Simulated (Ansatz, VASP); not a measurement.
## One calculation of BN, two programs

```
CELL_PARAMETERS angstrom
0.00000 -1.81239 -1.88489
-1.88489 0.00000 -1.88489
1.88489 1.81239 -3.76978
ATOMIC_POSITIONS crystal
B 0.99680 0.01426 0.00000
B 0.50320 0.48574 0.50000
N 0.37173 0.38960 0.87500
N 0.87827 0.86040 0.37500
```

Change from the starting cell: mode 4 frozen in at -0.034 Å, equal normal strain along x and y +0.0400.

Alike in both runs: task single point; functional PBE; k mesh 6 × 6 × 6; occupations gaussian, width 0.05 eV; no spin polarisation.

|  | VASP | Ansatz |
| --- | --- | --- |
| version | VASP 6.6.1 | Ansatz 0.2.0 |
| potentials or method | VASP PAW PBE potentials, release 64 (B, N), cutoff 520 eV | scalar-relativistic, plane waves, PAW |
| valence electrons in the cell | 16 | 16 |

Ansatz gave:

* gap on the k mesh at the Fermi level (eV): 3.74
* least direct gap on the mesh (eV): 5.48
* pressure (GPa): -25.2
* traceless stress, the component that is largest in VASP (GPa): 14.22
* rms of the force components (eV/Å): 0.215

Problem. What did VASP give for the same quantities?

Solution. gap on the k mesh at the Fermi level (eV): 3.73; least direct gap on the mesh (eV): 5.47; pressure (GPa): -25.2; traceless stress, the component that is largest in VASP (GPa): 14.23; rms of the force components (eV/Å): 0.215.

Atom by atom the forces differ by 0.000 eV/Å (rms over components).

The k mesh is coarse, so the values compare programs but aren't converged.
